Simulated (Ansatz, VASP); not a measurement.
# Al: VASP beside Ansatz

The input POSCAR:

```
Al
1.0
   -1.7637872346      1.5958074980      1.5958074980
    1.5958074980     -1.7637872346      1.5958074980
    1.5958074980      1.5958074980     -1.7637872346
Al
1
Direct
    0.0000000000      0.0000000000      0.0000000000
```

The input INCAR.step1:

```
SYSTEM = Al
ALGO = Normal
EDIFF = 1E-4
ENCUT = 520
GGA = PE
ISMEAR = 0
LASPH = .True.
LCHARG = .False.
LREAL = .False.
LWAVE = .True.
NBANDS = 8
NELM = 60
PREC = Accurate
SIGMA = 0.15
```

Contents of INCAR.step2:

```
SYSTEM = Al
ALGO = Normal
EDIFF = 1E-6
ENCUT = 520
ISIF = 2
ISMEAR = 0
ISTART = 1
LASPH = .True.
LCHARG = .True.
LELF = .True.
LMIXTAU = .True.
LREAL = .False.
LVHAR = .True.
LWAVE = .False.
METAGGA = R2SCAN
NBANDS = 8
NELM = 60
PREC = Accurate
SIGMA = 0.15
```

Contents of KPOINTS:

```
k-points
0
Gamma
  24 24 24
  0 0 0
```

Input for Ansatz:

```yaml
crystal:
  lattice:
    - [-1.7637872346, 1.595807498, 1.595807498]
    - [1.595807498, -1.7637872346, 1.595807498]
    - [1.595807498, 1.595807498, -1.7637872346]
  atoms:
    - { symbol: Al, position: [0.0, 0.0, 0.0] }
basis:
  ecutwfc: 500
kpoints:
  mp_grid: { grid: [24, 24, 24] }
hamiltonian:
  xc: r2scan
scf:
  occupations: { method: gaussian, width: 0.15 }
output:
  forces: true
  stress: true
  eigenvalues: true
```

Alike in both runs: task single point; functional r2SCAN; k mesh 24 × 24 × 24; occupations gaussian, width 0.15 eV; no spin polarisation.

|  | VASP | Ansatz |
| --- | --- | --- |
| version | VASP 6.6.1 | Ansatz 0.2.0 |
| potentials or method | VASP PAW PBE potentials, release 64 (Al), cutoff 520 eV | scalar-relativistic, plane waves, PAW |
| valence electrons in the cell | 3 | 3 |

|  | VASP | Ansatz | Ansatz less VASP |
| --- | --- | --- | --- |
| gap on the k mesh at the Fermi level (eV) | none | none | - |
| pressure (GPa) | 4.4 | 4.7 | +0.31 |
| traceless stress, the component that is largest in VASP (GPa) | 8.96 | 8.97 | +0.015 |

VASP's potentials were made for PBE, not for r2SCAN. A gap of «none» marks a metal or a gap that the smearing closes.
